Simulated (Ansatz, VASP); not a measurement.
## One calculation of PbO2, two programs

INCAR

```
SYSTEM = PbO2
ALGO = Normal
EDIFF = 1E-7
ENCUT = 520
GGA = PE
ISIF = 2
ISMEAR = -1
LASPH = .True.
LCHARG = .True.
LELF = .True.
LREAL = .False.
LVHAR = .True.
LWAVE = .False.
NBANDS = 20
NELM = 80
PREC = Accurate
SIGMA = 0.04
```

Contents of KPOINTS:

```
k-points
0
Gamma
  4 4 4
  0 0 0
```

File POSCAR:

```
PbO2
1.0
    0.0000000000      2.7019920000      2.7019920000
    2.7019920000      0.0000000000      2.7019920000
    2.7019920000      2.7019920000      0.0000000000
Pb O
1 2
Direct
    0.0000000000      0.0000000000      0.0000000000
    0.7500000000      0.7500000000      0.7500000000
    0.2500000000      0.2500000000      0.2500000000
```

input.yaml

```yaml
crystal:
  lattice:
    - [0.0, 2.701992, 2.701992]
    - [2.701992, 0.0, 2.701992]
    - [2.701992, 2.701992, 0.0]
  atoms:
    - { symbol: Pb, position: [0.0, 0.0, 0.0] }
    - { symbol: O, position: [0.75, 0.75, 0.75] }
    - { symbol: O, position: [0.25, 0.25, 0.25] }
kpoints:
  mp_grid: { grid: [4, 4, 4] }
scf:
  occupations: { method: fermi_dirac, width: 0.04 }
hamiltonian:
  xc: pbe
  pseudopotentials: { kind: all_electron, lapw: { basis_error: 0.003 } }
output:
  forces: true
  stress: true
  eigenvalues: true
```

Alike in both runs: task single point; functional PBE; k mesh 4 × 4 × 4; occupations fermi-dirac, width 0.04 eV; no spin polarisation.

```csv
,VASP,Ansatz
version,VASP 6.6.1,Ansatz 0.2.0
potentials or method,"VASP PAW PBE potentials, release 64 (Pb_d, O), cutoff 520 eV","all-electron LAPW, scalar-relativistic"
```

|  | VASP | Ansatz | Ansatz less VASP |
| --- | --- | --- | --- |
| gap on the k mesh at the Fermi level (eV) | none | none | - |
| pressure (GPa) | 0.2 | 0.1 | -0.17 |

A gap of «none» marks a metal or a gap that the smearing closes. Ansatz ran all-electron here, and VASP with PAW potentials.

The k mesh is coarse, so the values compare programs but aren't converged. Spin-orbit coupling is off throughout.
